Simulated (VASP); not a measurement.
# Ir (Fm-3m) in VASP: settings compared

Ir is run at these levels: HSE06, PBE0; tasks: single point.

All numbers are computed with VASP 6.6.1; they aren't measurements. Logs are shortened: lines on timing, memory, paths and dates and some standing lists are left out, and cuts for length are marked.

### 1 The cell of the first run

Symmetry: Fm-3m, No. 225, cubic system. Conventional cell: a = 3.779 Å, b = 3.779 Å, c = 3.779 Å, α = 90.00°, β = 90.00°, γ = 90.00°. Ir (site symmetry m-3m) has 12 Ir at 2.67 Å within 3.5 Å.

### 2 Single point, HSE06

Contents of POSCAR:

```
Ir
1.0
    0.0000000000      1.8897103398      1.8897103398
    1.8897103398      0.0000000000      1.8897103398
    1.8897103398      1.8897103398      0.0000000000
Ir
1
Direct
    0.0000000000      0.0000000000      0.0000000000
```

Contents of INCAR.step1:

```
SYSTEM = Ir
ALGO = Normal ; EDIFF = 1E-5
ENCUT = 420 ; GGA = PE
GGA_COMPAT = .False. ; ISIF = 2
ISMEAR = -1 ; LASPH = .True.
LCHARG = .False. ; LREAL = .False.
LWAVE = .True. ; NBANDS = 14
NELM = 120 ; PREC = Accurate
SIGMA = 0.05
```

Contents of INCAR.step2:

```
SYSTEM = Ir
ALGO = Normal ; EDIFF = 1E-6
ENCUT = 420 ; GGA = PE
GGA_COMPAT = .False. ; HFSCREEN = 0.2079
ISIF = 2 ; ISMEAR = -1
ISTART = 1 ; LASPH = .True.
LCHARG = .False. ; LHFCALC = .True.
LREAL = .False. ; LWAVE = .False.
NBANDS = 14 ; NELM = 120
PREC = Accurate ; PRECFOCK = Normal
SIGMA = 0.05
```

Contents of KPOINTS:

```
k-points
0
Gamma
  8 8 8
  0 0 0
```

Potentials or basis: VASP PAW PBE potentials, release 64 (Ir_sv_GW).

On the command line:

```sh
> cat potpaw_PBE.64/Ir_sv_GW/POTCAR > POTCAR
> cp INCAR.step1 INCAR
> mpirun -np 1 vasp_std > vasp.out
> cp INCAR.step2 INCAR
> mpirun -np 1 vasp_std > vasp.out
```

OUTCAR:

```text
SYSTEM = Ir
   EDIFF = 1E-6
   ENCUT = 420
   GGA = PE
   HFSCREEN = 0.2079
   ISIF = 2
   ISMEAR = -1
   ISTART = 1
   LASPH = .True.
   LHFCALC = .True.
   LREAL = .False.
   NELM = 120
   PREC = Accurate
   PRECFOCK = Normal

 ion  position               nearest neighbor table
   1  0.000  0.000  0.000-

  LATTYP: Found a face centered cubic cell.
 ALAT       =     3.7794206796

  Lattice vectors:

 A1 = (   0.0000000000,   1.8897103398,   1.8897103398)
 A2 = (   1.8897103398,   0.0000000000,   1.8897103398)
 A3 = (   1.8897103398,   1.8897103398,   0.0000000000)

Analysis of symmetry for initial positions (statically):
=====================================================================
 Subroutine PRICEL returns:
 Original cell was already a primitive cell.

 Routine SETGRP: Setting up the symmetry group for a
 face centered cubic supercell.

 Subroutine GETGRP returns: Found 48 space group operations
 (whereof 48 operations were pure point group operations)
 out of a pool of 48 trial point group operations.

The static configuration has the point symmetry O_h .

Analysis of symmetry for dynamics (positions and initial velocities):
=====================================================================
 Subroutine PRICEL returns:
 Original cell was already a primitive cell.

 Routine SETGRP: Setting up the symmetry group for a
 face centered cubic supercell.

 Subroutine GETGRP returns: Found 48 space group operations
 (whereof 48 operations were pure point group operations)
 out of a pool of 48 trial point group operations.

The dynamic configuration has the point symmetry O_h .

 Subroutine INISYM returns: Found 48 space group operations
 (whereof 48 operations are pure point group operations),
 and found     1 'primitive' translations

----------------------------------------------------------------------------------------

                                     Primitive cell

  volume of cell :      13.4963

  direct lattice vectors                    reciprocal lattice vectors
     0.000000000  1.889710340  1.889710340    -0.264590816  0.264590816  0.264590816
     1.889710340  0.000000000  1.889710340     0.264590816 -0.264590816  0.264590816
     1.889710340  1.889710340  0.000000000     0.264590816  0.264590816 -0.264590816

[... 88 lines left out ...]
   ISYM   =      3    0-nonsym 1-usesym 2-fastsym
   POTIM  = 0.5000    time-step for ionic-motion
   TEBEG  =    0.0;   TEEND  =   0.0 temperature during run
   PSTRESS=    0.0 pullay stress
   NELECT =      17.0000    total number of electrons
   NUPDOWN=      -1.0000    fix difference up-down
   EMIN   =  10.00;   EMAX   =-10.00  energy-range for DOS
   EFERMI =   0.00;   METHOD = LEGACY
   ISMEAR =    -1;   SIGMA  =   0.05  broadening in eV -4-tet -1-fermi 0-gaus
   EFERMI_NEDOS =   21; number of points for ismear=-14 and -15
   IALGO  =     38    algorithm
   IMIX   =      1    mixing-type and parameters
     AMIX     =   0.40;   BMIX     =  1.00
     AMIX_MAG =   1.60;   BMIX_MAG =  1.00
  volume/ion in A,a.u.               =      13.50        91.08
  Fermi-wavevector in a.u.,A,eV,Ry     =   1.768015  3.341064 42.530130  3.125876
  Thomas-Fermi vector in A             =   2.835286
   LORBIT       =      0    0 simple, 1 ext, 2 COOP (PROOUT), +10 PAW based schemes
   GGA     = PE    functional components
   LHFCALC =     T    Hartree Fock is set to
   PRECFOCK=normal    Normal, Fast or Accurate (Low or Medium for compatibility)
   ENCUT4O =  -1.0   cutoff for four orbital integrals eV
   NKREDX  =     1    reduce k-point grid by
   NKREDY  =     1    reduce k-point grid by
   NKREDZ  =     1    reduce k-point grid by
   AEXX    =    0.2500 exact exchange contribution
   HFSCREEN=    0.2079 screening length (either q_TF or 0.3 A-1)
   HFSCREENC=   0.2079 screening length for correlation (either q_TF or 0.3 A-1)
   ENCUTFOCK=  -1.0 apply spherical cutoff to Coloumb kernel
   IVDW    =     0    specifies the selected vdW correction
   LEPSILON=     F    determine dielectric tensor
   LRPA    =     F    only Hartree local field effects (RPA)
 non-spin polarized calculation
  energy-cutoff  :      420.00
  volume of cell :       13.50
 maximum number of plane-waves:       274
 NGX is ok and might be reduce to    18
  NGX = 14; NGY = 14; NGZ = 14

 number of electron      16.9999999 magnetization

 Free energy of the ion-electron system (eV)
  ---------------------------------------------------
  ext. energy  EPLUGINS =         0.00000000
  ---------------------------------------------------
  free energy    TOTEN  =        -9.59781239 eV

  energy without entropy =       -9.58959543  energy(sigma->0) =       -9.59370391

 E-fermi :  13.5831     XC(G=0): -12.0335

 val. band max:       13.5086981391   @ k =  -0.3750   0.1250   0.0000
 cond. band min:      13.6434443628   @ k =   0.3750   0.1250   0.0000
 fundamental gap:      0.1347462237
 Fermi energy:        13.5831499401

 k-point     1 :       0.0000    0.0000    0.0000
  band No.  band energies     occupation
      1     -84.0197      2.00000
      2     -38.9969      2.00000
      3     -38.9969      2.00000
      4     -38.9969      2.00000
      5       0.7339      2.00000
      6       8.6612      2.00000
      7       8.6612      2.00000
      8       8.6612      2.00000
      9      11.5455      2.00000
     10      11.5455      2.00000
     11      27.8820      0.00000
     12      33.9511      0.00000
     13      33.9511      0.00000
     14      33.9511      0.00000
[... 377 lines left out ...]
      1     -83.9033      2.00000
      2     -39.9576      2.00000
      3     -39.4496      2.00000
      4     -39.2528      2.00000
      5       5.5767      2.00000
      6       6.9041      2.00000
      7       9.1286      2.00000
      8      10.0565      2.00000
      9      14.2909      0.00000
     10      19.5420      0.00000
     11      21.5968      0.00000
     12      30.2923      0.00000
     13      31.1324      0.00000
     14      34.4445      0.00000

 [... further k-points ...]
[... 5 lines left out ...]
  --------------------------------------------------------------------------------------
  -------------------------------------------------------------------------------------
  Total        1.2866915      1.2866915      1.2866915     -0.0000000      0.0000000      0.0000000
  in kB      152.7458044    152.7458044    152.7458044     -0.0000000      0.0000000      0.0000000
  external PRESSURE =     152.7458044 kB  Pullay stress =       0.0000000 kB

 VOLUME and BASIS-vectors are now :
 -----------------------------------------------------------------------------
  energy-cutoff  :      420.00
  volume of cell :       13.50
      direct lattice vectors                 reciprocal lattice vectors
     0.000000000  1.889710340  1.889710340    -0.264590816  0.264590816  0.264590816
     1.889710340  0.000000000  1.889710340     0.264590816 -0.264590816  0.264590816
     1.889710340  1.889710340  0.000000000     0.264590816  0.264590816 -0.264590816

 POSITION                                       TOTAL-FORCE (eV/Angst)
 -----------------------------------------------------------------------------------
      0.00000      0.00000      0.00000        -0.000000      0.000000      0.000000
 -----------------------------------------------------------------------------------
    total drift:                               -0.000000     -0.000000     -0.000000

  FREE ENERGIE OF THE ION-ELECTRON SYSTEM (eV)
  ---------------------------------------------------
  free  energy   TOTEN  =        -9.5978123875 eV

  energy  without entropy=       -9.5895954325  energy(sigma->0) =       -9.59370391
```

OSZICAR.step1:

```text
N       E                     dE             d eps       ncg     rms          rms(c)
DAV:   1     0.854584926488E+02    0.85458E+02   -0.10461E+04   884   0.109E+03
DAV:   2    -0.917686599758E+01   -0.94635E+02   -0.90269E+02  1034   0.341E+02
DAV:   3    -0.102681821330E+02   -0.10913E+01   -0.10891E+01   872   0.336E+01
DAV:   4    -0.102697198731E+02   -0.15377E-02   -0.15377E-02   986   0.132E+00
DAV:   5    -0.102697219278E+02   -0.20548E-05   -0.20542E-05   764   0.477E-02    0.784E+01
DAV:   6    -0.934825215230E+01    0.92147E+00   -0.11677E+00   830   0.117E+01    0.418E+01
DAV:   7    -0.925892695007E+01    0.89325E-01   -0.39686E-01   908   0.637E+00    0.646E+00
DAV:   8    -0.924283344068E+01    0.16094E-01   -0.57648E-02   812   0.297E+00    0.365E-01
DAV:   9    -0.924277562693E+01    0.57814E-04   -0.52024E-04   896   0.256E-01    0.148E-01
DAV:  10    -0.924272307295E+01    0.52554E-04   -0.77543E-05   872   0.124E-01    0.307E-02
DAV:  11    -0.924272189196E+01    0.11810E-05   -0.38451E-06   454   0.247E-02
   1 F= -.92427219E+01 E0= -.92361066E+01  d E =-.132305E-01
```

It took 44 min on 1 thread of Intel Xeon Platinum 8259CL at 2.50GHz (Skylake/Cascade Lake), shared host; peak memory 0.23 GiB.

Results:

```yaml
Free_energy: -9.5978 eV
Pressure: 15.3 GPa
Band_gap_on_the_k_mesh: zero (an odd number of electrons rules out a gap without spin polarisation)
```

Levels at points of the mesh, in eV from the Fermi level:
```tsv
k point	band 6	band 7	band 8	band 9	band 10	band 11
(0.00, 0.00, 0.00)	-4.92	-4.92	-4.92	-2.04	-2.04	14.30
(0.50, 0.00, 0.00)	-5.22	-5.22	-1.09	1.08	1.08	8.84
(0.50, 0.50, 0.00)	-8.99	0.58	1.72	1.95	1.95	12.41
```

Caveat: the cell stands under pressure; the PAW data sets were made with another functional, which shifts forces and pressure a little; spin-orbit coupling is left out, which moves the levels of the heavy elements.

### 3 Single point, PBE0

POSCAR is that of step 2.

Contents of INCAR.step1:

```
PREC     = Accurate       # precision mode
ENCUT    = 420            # plane-wave cutoff, eV
EDIFF    = 1E-5           # SCF threshold, eV
ISMEAR   = -1             # smearing method
SIGMA    = 0.05           # smearing width, eV
LREAL    = False          # projectors in reciprocal space
LASPH    = True           # aspherical terms in the spheres
NELM     = 120            # most SCF steps
ALGO     = Normal         # electronic algorithm
ISIF     = 2              # what is computed and relaxed
LWAVE    = True           # write WAVECAR
NBANDS   = 14             # bands
GGA      = PE             # functional
GGA_COMPAT= False
```

Contents of INCAR.step2:

```
PREC     = Accurate       # precision mode
ENCUT    = 420            # plane-wave cutoff, eV
EDIFF    = 1E-6           # SCF threshold, eV
ISMEAR   = -1             # smearing method
SIGMA    = 0.05           # smearing width, eV
LREAL    = False          # projectors in reciprocal space
LASPH    = True           # aspherical terms in the spheres
NELM     = 120            # most SCF steps
ALGO     = Normal         # electronic algorithm
ISIF     = 2              # what is computed and relaxed
LWAVE    = False          # write WAVECAR
LCHARG   = True           # write CHGCAR
GGA      = PE             # functional
LHFCALC  = True           # exact exchange
AEXX     = 0.25           # exact-exchange fraction
PRECFOCK = Normal       
LELF     = True           # ELF
LVHAR    = True         
NBANDS   = 14             # bands
ISTART   = 1            
GGA_COMPAT= False
```

Contents of KPOINTS:

```
regular mesh
0
Gamma
  8 8 8
```

Potentials or basis: VASP PAW PBE potentials, release 64 (Ir_sv_GW).

On the command line:

```sh
> cat potpaw_PBE.64/Ir_sv_GW/POTCAR > POTCAR
> cp INCAR.step1 INCAR
> mpirun -np 1 vasp_std > vasp.out
> cp INCAR.step2 INCAR
> mpirun -np 1 vasp_std > vasp.out
```

Wall time 50 min (1 thread of AMD EPYC 7R43 (Zen 3), shared host); peak memory 0.1 GiB.

The run converged. Its results:

* Free energy: -9.9092 eV
* Pressure: 15.5 GPa
* Band gap on the k mesh: zero (an odd number of electrons rules out a gap without spin polarisation)

Levels at points of the mesh, in eV from the Fermi level:
```csv
k point,band 6,band 7,band 8,band 9,band 10,band 11
"(0.00, 0.00, 0.00)",-5.47,-5.47,-5.47,-2.59,-2.59,14.52
"(0.50, 0.00, 0.00)",-5.77,-5.77,-1.56,1.26,1.26,9.11
"(0.50, 0.50, 0.00)",-9.56,0.61,1.80,2.16,2.16,12.68
```

Caveat: the cell stands under pressure; the PAW data sets were made with another functional, which shifts forces and pressure a little; spin-orbit coupling is left out, which moves the levels of the heavy elements.

The gap in the log of VASP goes by the Fermi energy; the results here count the filled bands.